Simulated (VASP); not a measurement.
Here is a VASP 6.6.1 calculation.

INCAR

```
SYSTEM = Ta4C3
  PREC = Accurate
  ENCUT = 700
  EDIFF = 1E-6
  ISMEAR = 0
  SIGMA = 0.15
  LREAL = .False.
  LASPH = .True.
  NELM = 120
  ALGO = Normal
  ISIF = 2
  LWAVE = .False.
  LCHARG = .True.
  GGA = PS
  LELF = .True.
  LVHAR = .True.
  NBANDS = 41
  GGA_COMPAT = .False.
```

KPOINTS

```
Automatic mesh
0
Gamma
  14 14 4
  0 0 0
```

Contents of POSCAR:

```
Ta4C3
1.0
   -3.1032734570      0.0000000000      0.0000000000
   -1.5516367285     -2.6875136487      0.0000000000
   -1.1635723827     -0.6717888284     10.1645109918
Ta C
4 3
Direct
    0.2629146576      0.2629146576      0.1893666186
    0.0746227208      0.0746227208      0.9426348013
   -0.1975861354     -0.1975861354      0.6981042887
    0.5304878364      0.5304878364      0.4524423133
    0.1660116054      0.1660116054      0.5770305159
    0.9625932703      0.9625932703      0.0573012258
   -0.1037901376     -0.1037901376      0.3228702664
```

Potentials or basis: VASP PAW PBE potentials, release 64 (Ta_sv_GW, C).

The run is started by

```console
$ cat potpaw_PBE.64/Ta_sv_GW/POTCAR potpaw_PBE.64/C/POTCAR > POTCAR
$ mpirun -np 1 vasp_std > vasp.out
```

(1) Estimate the band gap on the k mesh.

(2) What does it give for the largest force?

Answers

(1) zero (bands 32 and 33 overlap by 0.66 eV).

(2) 79.733 eV/Å.

Caveat: the cell differs from its parent crystal (the part above a cut slid along it); atoms lie so close that the PAW spheres overlap strongly, which falsifies energies and pressures; the PAW data sets were made with another functional, which shifts forces and pressure a little; spin-orbit coupling is left out, which moves the levels of the heavy elements.
